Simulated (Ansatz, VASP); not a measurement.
# GaN in VASP and in Ansatz

File INCAR:

```
SYSTEM = GaN
ALGO = Normal
EDIFF = 1E-7
EDIFFG = -0.04
ENCUT = 600
GGA = PE
IBRION = 2
ISIF = 3
ISMEAR = 0
LASPH = .TRUE.
LCHARG = .FALSE.
LREAL = .FALSE.
LWAVE = .FALSE.
NELM = 60
NSW = 90
PREC = Accurate
SIGMA = 0.1
```

File KPOINTS:

```
k-points
0
G
  6 6 6
  0 0 0
```

Contents of POSCAR:

```
GaN
1.0
    1.6949948600     -4.8248743200      0.0000000000
    1.6949948600      4.8248743200      0.0000000000
    0.0000000000      0.0000000000      3.5006937100
Ga N
2 2
Direct
    0.6317607200      0.3682392800      0.7500000000
    0.3682392800      0.6317607200      0.2500000000
    0.8612899700      0.1387100300      0.7500000000
    0.1387100300      0.8612899700      0.2500000000
```

Input for Ansatz:

```yaml
crystal:
  lattice:
    - [1.69499486, -4.82487432, 0.0]
    - [1.69499486, 4.82487432, 0.0]
    - [0.0, 0.0, 3.50069371]
  atoms:
    - { symbol: Ga, position: [0.63176072, 0.36823928, 0.75] }
    - { symbol: Ga, position: [0.36823928, 0.63176072, 0.25] }
    - { symbol: "N", position: [0.86128997, 0.13871003, 0.75] }
    - { symbol: "N", position: [0.13871003, 0.86128997, 0.25] }
basis:
  ecutwfc: 420
kpoints:
  mp_grid: { grid: [6, 6, 6] }
hamiltonian:
  xc: pbe
scf:
  occupations: { method: gaussian, width: 0.1 }
  lower_state_search: "off"
output:
  forces: true
  stress: true
  eigenvalues: true
relax:
  adjacent_minimum: "off"
  f_tol: 0.04
  max_steps: 70
  cell: { stress_tol: 0.4 }
```

Change from the starting cell: species swapped into the PbSe type (Cmcm, No. 63).

Alike in both runs: task relaxation of cell and atoms; functional PBE; k mesh 6 × 6 × 6; occupations gaussian, width 0.1 eV; no spin polarisation.

|  | VASP | Ansatz |
| --- | --- | --- |
| version | VASP 6.6.1 | Ansatz 0.2.0 |
| potentials or method | VASP PAW PBE potentials, release 64 (Ga_d, N), cutoff 600 eV | scalar-relativistic, plane waves, PAW |
| valence electrons in the cell | 36 | 36 |

```csv
,VASP,Ansatz,Ansatz less VASP
"gap on the k mesh at the Fermi level, each at its own relaxed structure (eV)",0.63,0.69,+0.064
relaxed volume (Å³/atom),12.24,12.71,+0.472
relaxed cell length with the largest relative difference (Å),5.938,6.172,+0.2335
```
